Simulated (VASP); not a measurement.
# TiSi2 (Cmcm) in VASP: a series of runs

The runs below take TiSi2 through single point, with PBE.

Everything below comes from runs of VASP 6.6.1. Logs are shortened: lines on timing, memory, paths and dates and some standing lists are left out, and cuts for length are marked.

## 1. The cell of the first run

The structure is orthorhombic, space group Cmcm (No. 63). The conventional cell has a = 3.477 Å, b = 13.835 Å, c = 3.508 Å, α = 90.00°, β = 90.00°, γ = 90.00°. Ti (site symmetry m2m) has 10 Si at 2.54 to 2.84 Å and 6 Ti at 3.35 to 3.51 Å within 3.6 Å. Si (site symmetry m2m) has 6 Si at 2.40 to 3.17 Å and 6 Ti at 2.54 to 2.84 Å within 3.2 Å. Si (site symmetry m2m) has 8 Si at 2.47 to 3.17 Å and 4 Ti at 2.68 Å within 3.3 Å.

## 2. Single point, PBE (14.06 Å³/atom)

Input file INCAR:

```
  ALGO = Normal
  EDIFF = 1E-6
  ENCUT = 520
  GGA = PE
  ISIF = 2
  ISMEAR = 0
  LASPH = T
  LCHARG = F
  LREAL = F
  LWAVE = F
  NBANDS = 29
  NELM = 100
  PREC = Accurate
  SIGMA = 0.15
```

Input file KPOINTS:

```
k-points
0
Gamma
  12 12 12
```

Input file POSCAR:

```
TiSi2
1.0
    1.7383675490     -6.9176667763      0.0000000000
    1.7383675490      6.9176667763      0.0000000000
    0.0000000000      0.0000000000      3.5078112657
Ti Si
2 4
Direct
    0.8968075259      0.1031924741      0.7500000000
    0.1031924741      0.8968075259      0.2500000000
    0.5591373592      0.4408626408      0.7500000000
    0.4408626408      0.5591373592      0.2500000000
    0.2498287182      0.7501712818      0.7500000000
    0.7501712818      0.2498287182      0.2500000000
```

Potentials or basis: VASP PAW PBE potentials, release 64 (Ti_sv, Si).

Started as:

```console
cat potpaw_PBE.64/Ti_sv/POTCAR potpaw_PBE.64/Si/POTCAR > POTCAR
mpirun -np 1 vasp_std > vasp.out
```

OUTCAR:

```text
EDIFF = 1E-6
   ENCUT = 520
   GGA = PE
   ISIF = 2
   ISMEAR = 0
   LASPH = T
   LREAL = F
   NELM = 100
   PREC = Accurate

 ion  position               nearest neighbor table
   1  0.897  0.103  0.750-   4 2.54   4 2.54   4 2.54   4 2.54   5 2.68   5 2.68   6 2.68   6 2.68
                             3 2.84   3 2.84
   2  0.103  0.897  0.250-   3 2.54   3 2.54   3 2.54   3 2.54   6 2.68   6 2.68   5 2.68   5 2.68
                             4 2.84   4 2.84
   3  0.559  0.441  0.750-   4 2.40   4 2.40   2 2.54   2 2.54   2 2.54   2 2.54   1 2.84   1 2.84

   4  0.441  0.559  0.250-   3 2.40   3 2.40   1 2.54   1 2.54   1 2.54   1 2.54   2 2.84   2 2.84

   5  0.250  0.750  0.750-   6 2.47   6 2.47   6 2.47   6 2.47   1 2.68   1 2.68   2 2.68   2 2.68

   6  0.750  0.250  0.250-   5 2.47   5 2.47   5 2.47   5 2.47   2 2.68   2 2.68   1 2.68   1 2.68

  LATTYP: Found a base centered orthorhombic cell.
 ALAT       =     3.4767350980
 B/A-ratio  =     3.9794039990
 C/A-ratio  =     1.0089383191

  Lattice vectors:

 A1 = (   1.7383675490,  -6.9176667763,   0.0000000000)
 A2 = (   1.7383675490,   6.9176667763,   0.0000000000)
 A3 = (   0.0000000000,   0.0000000000,   3.5078112657)

Analysis of symmetry for initial positions (statically):
=====================================================================
 Subroutine PRICEL returns:
 Original cell was already a primitive cell.

 Routine SETGRP: Setting up the symmetry group for a
 base centered orthorhombic supercell.

 Subroutine GETGRP returns: Found  8 space group operations
 (whereof  4 operations were pure point group operations)
 out of a pool of  8 trial point group operations.

The static configuration has the point symmetry C_2h.
 The point group associated with its full space group is D_2h.

Analysis of symmetry for dynamics (positions and initial velocities):
=====================================================================
 Subroutine PRICEL returns:
 Original cell was already a primitive cell.

 Routine SETGRP: Setting up the symmetry group for a
 base centered orthorhombic supercell.

 Subroutine GETGRP returns: Found  8 space group operations
 (whereof  4 operations were pure point group operations)
 out of a pool of  8 trial point group operations.

The dynamic configuration has the point symmetry C_2h.
 The point group associated with its full space group is D_2h.

 Subroutine INISYM returns: Found  8 space group operations
 (whereof  4 operations are pure point group operations),
 and found     1 'primitive' translations

----------------------------------------------------------------------------------------

                                     Primitive cell

  volume of cell :      84.3660

  direct lattice vectors                    reciprocal lattice vectors
     1.738367549 -6.917666776  0.000000000     0.287626170 -0.072278706  0.000000000
     1.738367549  6.917666776  0.000000000     0.287626170  0.072278706  0.000000000
     0.000000000  0.000000000  3.507811266     0.000000000  0.000000000  0.285078051

  length of vectors
     7.132743887  7.132743887  3.507811266     0.296568752  0.296568752  0.285078051

  position of ions in fractional coordinates (direct lattice)
     0.896807526  0.103192474  0.750000000
     0.103192474  0.896807526  0.250000000
     0.559137359  0.440862641  0.750000000
     0.440862641  0.559137359  0.250000000
     0.249828718  0.750171282  0.750000000
     0.750171282  0.249828718  0.250000000

  ion indices of the primitive-cell ions
   primitive index   ion index
                 1           1
                 2           2
                 3           3
                 4           4
                 5           5
                 6           6

----------------------------------------------------------------------------------------

 KPOINTS: k-points

Automatic generation of k-mesh.
 Grid dimensions read from file:
 generate k-points for:   12   12   12

 Generating k-lattice:

  Cartesian coordinates                     Fractional coordinates (reciprocal lattice)
     0.023968847 -0.006023225  0.000000000     0.083333333  0.000000000  0.000000000
     0.023968847  0.006023225  0.000000000     0.000000000  0.083333333  0.000000000
     0.000000000  0.000000000  0.023756504     0.000000000  0.000000000  0.083333333

  Length of vectors
     0.024714063  0.024714063  0.023756504

  Shift w.r.t. Gamma in fractional coordinates (k-lattice)
     0.000000000  0.000000000  0.000000000

 Subroutine IBZKPT returns following result:
 ===========================================

 Found    301 irreducible k-points:

 Following reciprocal coordinates:
            Coordinates               Weight
  0.000000  0.000000  0.000000      1.000000
  0.083333 -0.000000  0.000000      4.000000
  0.166667 -0.000000  0.000000      4.000000
  0.250000 -0.000000  0.000000      4.000000
  0.333333 -0.000000  0.000000      4.000000
  0.416667 -0.000000  0.000000      4.000000
[... 16 lines left out ...]
  0.500000  0.166667  0.000000      4.000000
 -0.416667  0.166667  0.000000      4.000000
 [... further k-points ...]
   k-points           NKPTS =    301   k-points in BZ     NKDIM =    301   number of bands    NBANDS=     29
   number of dos      NEDOS =    301   number of ions     NIONS =      6
   total plane-waves  NPLWV =  81648
   dimension x,y,z NGX =    54 NGY =   54 NGZ =   28
   dimension x,y,z NGXF=   108 NGYF=  108 NGZF=   56
   ions per type =               2   4
   NGX,Y,Z   is equivalent  to a cutoff of  12.59, 12.59, 13.27 a.u.
   NGXF,Y,Z  is equivalent  to a cutoff of  25.17, 25.17, 26.54 a.u.
 SYSTEM =  unknown system
   PREC   = accura    normal or accurate (medium, high low for compatibility)
   ISTART =      0    job   : 0-new  1-cont  2-samecut
   ICHARG =      2    charge: 1-file 2-atom 10-const
   ISPIN  =      1    spin polarized calculation?
   LNONCOLLINEAR =      F non collinear calculations
   LSORBIT =      F    spin-orbit coupling
   LASPH  =      T    aspherical Exc in radial PAW
   ENCUT  =  520.0 eV  38.22 Ry    6.18 a.u.  13.26 13.26  6.52*2*pi/ulx,y,z
   NELM   =    100;   NELMIN=  2; NELMDL= -5     # of ELM steps
   EDIFF  = 0.1E-05   stopping-criterion for ELM
   LREAL  =      F    real-space projection
   EDIFFG = 0.1E-04   stopping-criterion for IOM
   NSW    =      0    number of steps for IOM
   IBRION =     -1    ionic relax: 0-MD 1-quasi-New 2-CG
   NFREE  =      0    steps in history (QN), initial steepest desc. (CG)
   ISIF   =      2    stress and relaxation
   ISYM   =      2    0-nonsym 1-usesym 2-fastsym
   POTIM  = 0.5000    time-step for ionic-motion
   TEBEG  =    0.0;   TEEND  =   0.0 temperature during run
   PSTRESS=    0.0 pullay stress
   NELECT =      40.0000    total number of electrons
   NUPDOWN=      -1.0000    fix difference up-down
   EMIN   =  10.00;   EMAX   =-10.00  energy-range for DOS
   EFERMI =   0.00;   METHOD = LEGACY
   ISMEAR =     0;   SIGMA  =   0.15  broadening in eV -4-tet -1-fermi 0-gaus
   EFERMI_NEDOS =   21; number of points for ismear=-14 and -15
   IALGO  =     38    algorithm
   IMIX   =      4    mixing-type and parameters
     AMIX     =   0.40;   BMIX     =  1.00
     AMIX_MAG =   1.60;   BMIX_MAG =  1.00
  volume/ion in A,a.u.               =      14.06        94.89
  Fermi-wavevector in a.u.,A,eV,Ry     =   1.276553  2.412336 22.171901  1.629589
  Thomas-Fermi vector in A             =   2.409203
   LORBIT       =      0    0 simple, 1 ext, 2 COOP (PROOUT), +10 PAW based schemes
   GGA     = PE    functional components
   LHFCALC =     F    Hartree Fock is set to
   AEXX    =    0.0000 exact exchange contribution
   IVDW    =     0    specifies the selected vdW correction
   LEPSILON=     F    determine dielectric tensor
   LRPA    =     F    only Hartree local field effects (RPA)
 non-spin polarized calculation
 Gauss-broadening in eV      SIGMA  =   0.15
  energy-cutoff  :      520.00
  volume of cell :       84.37
 maximum number of plane-waves:      2319
 NGX is ok and might be reduce to    54
   NGX = 27   NGY = 27   NGZ = 13

 number of electron      39.9999997 magnetization

 Free energy of the ion-electron system (eV)
  ---------------------------------------------------
  ext. energy  EPLUGINS =         0.00000000
  ---------------------------------------------------
  free energy    TOTEN  =       -40.67031526 eV

  energy without entropy =      -40.65311315  energy(sigma->0) =      -40.66171421

 E-fermi :  10.6457     XC(G=0): -11.6755

 val. band max:       10.6452571460   @ k =  -0.2500   0.0833   0.0000
 cond. band min:      10.6484796721   @ k =   0.5000   0.2500   0.1667
 fundamental gap:      0.0032225260
 Fermi energy:        10.6457037516

 k-point     1 :       0.0000    0.0000    0.0000
  band No.  band energies     occupation
      1     -46.1627      2.00000
      2     -46.1547      2.00000
      3     -22.5358      2.00000
      4     -22.4677      2.00000
      5     -22.4565      2.00000
      6     -22.4553      2.00000
[... 21 lines left out ...]
     28      13.5461      0.00000
     29      13.8154      0.00000

 k-point     2 :       0.0833   -0.0000    0.0000
  band No.  band energies     occupation
      1     -46.1624      2.00000
      2     -46.1544      2.00000
      3     -22.5348      2.00000
      4     -22.4736      2.00000
      5     -22.4619      2.00000
      6     -22.4549      2.00000
[... 21 lines left out ...]
     28      13.6720      0.00000
     29      13.9597      0.00000

 k-point     3 :       0.1667   -0.0000    0.0000
  band No.  band energies     occupation
      1     -46.1614      2.00000
      2     -46.1535      2.00000
      3     -22.5321      2.00000
      4     -22.4898      2.00000
      5     -22.4768      2.00000
      6     -22.4539      2.00000
[... 638 lines left out ...]
      5     -22.5170      2.00000
      6     -22.4524      2.00000
[... 21 lines left out ...]
     28      13.8209      0.00000
     29      14.0074      0.00000

 k-point    24 :      -0.4167    0.1667    0.0000
  band No.  band energies     occupation
      1     -46.1600      2.00000
      2     -46.1522      2.00000
      3     -22.5270      2.00000
      4     -22.5115      2.00000
      5     -22.4969      2.00000
      6     -22.4543      2.00000
[... 21 lines left out ...]
     28      13.5817      0.00000
     29      14.3424      0.00000

 [... further k-points ...]

------------------------ aborting loop because EDIFF is reached ----------------------------------------

  FORCE on cell =-STRESS in cart. coord.  units (eV):
  Direction    XX          YY          ZZ          XY          YZ          ZX
  --------------------------------------------------------------------------------------
  -------------------------------------------------------------------------------------
  Total        3.6195059     -1.2128886      3.8867989      0.0000000      0.0000000      0.0000000
  in kB       68.7372902    -23.0337174     73.8133982      0.0000000      0.0000000      0.0000000
  external PRESSURE =      39.8389903 kB  Pullay stress =       0.0000000 kB

 VOLUME and BASIS-vectors are now :
 -----------------------------------------------------------------------------
  energy-cutoff  :      520.00
  volume of cell :       84.37
      direct lattice vectors                 reciprocal lattice vectors
     1.738367549 -6.917666776  0.000000000     0.287626170 -0.072278706  0.000000000
     1.738367549  6.917666776  0.000000000     0.287626170  0.072278706  0.000000000
     0.000000000  0.000000000  3.507811266     0.000000000  0.000000000  0.285078051

 POSITION                                       TOTAL-FORCE (eV/Angst)
 -----------------------------------------------------------------------------------
      1.73837     -5.48996      2.63086         0.000000      0.260636      0.000000
      1.73837      5.48996      0.87695         0.000000     -0.260636      0.000000
      1.73837     -0.81819      2.63086         0.000000      0.158120     -0.000000
      1.73837      0.81819      0.87695         0.000000     -0.158120      0.000000
      1.73837      3.46120      2.63086         0.000000     -0.000491      0.000000
      1.73837     -3.46120      0.87695         0.000000      0.000491     -0.000000
 -----------------------------------------------------------------------------------
    total drift:                                0.000000      0.000000      0.000000

  FREE ENERGIE OF THE ION-ELECTRON SYSTEM (eV)
  ---------------------------------------------------
  free  energy   TOTEN  =       -40.6703152615 eV

  energy  without entropy=      -40.6531131493  energy(sigma->0) =      -40.66171421
```

It took 11 min on 1 thread of Intel Xeon 6975P-C (Granite Rapids), shared host; peak memory 0.72 GiB.

Results:

* Free energy: -40.6703 eV
* Pressure: 4.0 GPa
* Largest force: 0.261 eV/Å
* Band gap on the k mesh: zero (bands 20 and 21 overlap by 0.99 eV)

Forces on the atoms (eV/Å):
```
Ti   0.000  0.261  0.000
Ti   0.000 -0.261  0.000
Si   0.000  0.158  0.000
Si   0.000 -0.158  0.000
Si   0.000  0.000  0.000
Si   0.000  0.000  0.000
```

Caveat: the cell stands under pressure.

## 3. Single point, PBE (13.58 Å³/atom)

This run uses another cell than the first one, of 13.58 Å³/atom.

Input file INCAR:

```
SYSTEM = TiSi2
PREC = Accurate ; ENCUT = 520
EDIFF = 1E-7 ; ISMEAR = 0
SIGMA = 0.15 ; LREAL = .False.
LASPH = .True. ; NELM = 60
ALGO = Normal ; ISIF = 2
LWAVE = .False. ; LCHARG = .False.
GGA = PE ; NBANDS = 29
```

Input file KPOINTS:

```
regular mesh
0
Gamma
  12 12 12
  0 0 0
```

Input file POSCAR:

```
TiSi2
1.0
    1.7415573210     -6.6580460834      0.0000000000
    1.7415573210      6.6580460834      0.0000000000
    0.0000000000      0.0000000000      3.5142478305
Ti Si
2 4
Direct
    0.8968075258      0.1031924742      0.7500000000
    0.1031924742      0.8968075258      0.2500000000
    0.5591373591      0.4408626409      0.7500000000
    0.4408626409      0.5591373591      0.2500000000
    0.2498287182      0.7501712818      0.7500000000
    0.7501712818      0.2498287182      0.2500000000
```

Potentials or basis: VASP PAW PBE potentials, release 64 (Ti_sv, Si).

Started as:

```console
cat potpaw_PBE.64/Ti_sv/POTCAR potpaw_PBE.64/Si/POTCAR > POTCAR
mpirun -np 1 vasp_std > vasp.out
```

Wall time 9.6 min (1 thread of Intel Xeon 6975P-C (Granite Rapids), shared host); peak memory 0.7 GiB.

It converged, with:

* Free energy: -40.6401 eV
* Pressure: 8.5 GPa
* Largest force: 0.179 eV/Å
* Band gap on the k mesh: zero (bands 20 and 21 overlap by 1.05 eV)

Forces on the atoms (eV/Å):
```
Ti   0.000 -0.166  0.000
Ti   0.000  0.166  0.000
Si   0.000 -0.179  0.000
Si   0.000  0.179  0.000
Si   0.000  0.021  0.000
Si   0.000 -0.021  0.000
```

Stress tensor (GPa, compression positive):
```
8.47 0.00 0.00
0.00 7.25 0.00
0.00 0.00 9.66
```

Levels at points of the mesh, in eV from the Fermi level:
```csv
k point,band 17,band 18,band 19,band 20,band 21,band 22,band 23,band 24
"(0.00, 0.00, 0.00)",-2.27,-2.09,-2.05,0.49,0.86,0.93,0.97,1.31
"(0.50, 0.00, 0.00)",-1.76,-1.47,-0.70,-0.58,-0.56,1.36,1.61,1.77
"(0.50, 0.50, 0.00)",-2.59,-1.93,-1.22,0.40,0.67,0.77,0.96,1.39
"(0.00, 0.00, 0.50)",-1.71,-1.71,-0.04,-0.04,0.93,0.93,1.55,1.55
"(0.50, 0.00, 0.50)",-3.26,-3.26,-2.54,-2.54,1.86,1.86,2.01,2.01
"(0.50, 0.50, 0.50)",-2.12,-2.12,-0.92,-0.92,0.55,0.55,1.79,1.79
```

Caveat: the cell stands under pressure.

## 4. Single point, PBE (13.58 Å³/atom)

This run uses another cell than the first one, of 13.58 Å³/atom.

Input file INCAR:

```
  PREC = Accurate
  ENCUT = 520
  EDIFF = 1E-6
  ISMEAR = 0
  SIGMA = 0.15
  LREAL = False
  LASPH = True
  NELM = 80
  ALGO = Normal
  ISIF = 2
  LWAVE = False
  LCHARG = True
  GGA = PE
  LELF = True
  LVHAR = True
  NBANDS = 29
```

Input file KPOINTS:

```
regular mesh
0
Gamma
  12 12 12
```

POSCAR: that of step 3 with these lines changed.

```diff
@@ -2,5 +2,5 @@
 1.0
-    1.7415573210     -6.6580460834      0.0000000000
-    1.7415573210      6.6580460834      0.0000000000
-    0.0000000000      0.0000000000      3.5142478305
+    1.7108056497     -6.8995535810      0.0000000000
+    1.7108056497      6.8995535810      0.0000000000
+    0.0000000000      0.0000000000      3.4521947516
 Ti Si
```

Started as:

```console
cat potpaw_PBE.64/Ti_sv/POTCAR potpaw_PBE.64/Si/POTCAR > POTCAR
mpirun -np 1 vasp_std > vasp.out
```

Wall time 10 min (1 thread of Intel Xeon 6975P-C (Granite Rapids), shared host); peak memory 0.7 GiB.

Results (log left out):

| Property | Result |
| --- | --- |
| Free energy | -40.4893 eV |
| Pressure | 10.2 GPa |
| Largest force | 0.307 eV/Å |
| Band gap on the k mesh | zero (bands 20 and 21 overlap by 1.01 eV) |

Forces on the atoms (eV/Å):
```
Ti   0.000  0.307  0.000
Ti   0.000 -0.307  0.000
Si   0.000  0.149  0.000
Si   0.000 -0.149  0.000
Si   0.000  0.004  0.000
Si   0.000 -0.004  0.000
```

Stress tensor (GPa, compression positive):
```
14.48  0.00  0.00
 0.00  0.31  0.00
 0.00  0.00 15.77
```

Levels at points of the mesh, in eV from the Fermi level:
```tsv
k point	band 18	band 19	band 20	band 21	band 22	band 23
(0.00, 0.00, 0.00)	-2.24	-1.86	0.59	0.90	0.94	1.08
(0.50, 0.00, 0.00)	-1.62	-0.82	-0.49	-0.42	1.64	1.64
(0.50, 0.50, 0.00)	-1.66	-1.50	0.53	0.76	0.98	1.02
(0.00, 0.00, 0.50)	-1.94	-0.01	-0.01	0.59	0.59	1.62
(0.50, 0.00, 0.50)	-3.48	-2.55	-2.55	1.71	1.71	2.16
(0.50, 0.50, 0.50)	-1.96	-0.72	-0.72	0.48	0.48	1.89
```

Caveat: the cell stands under pressure.

[end of part 1 of 2]
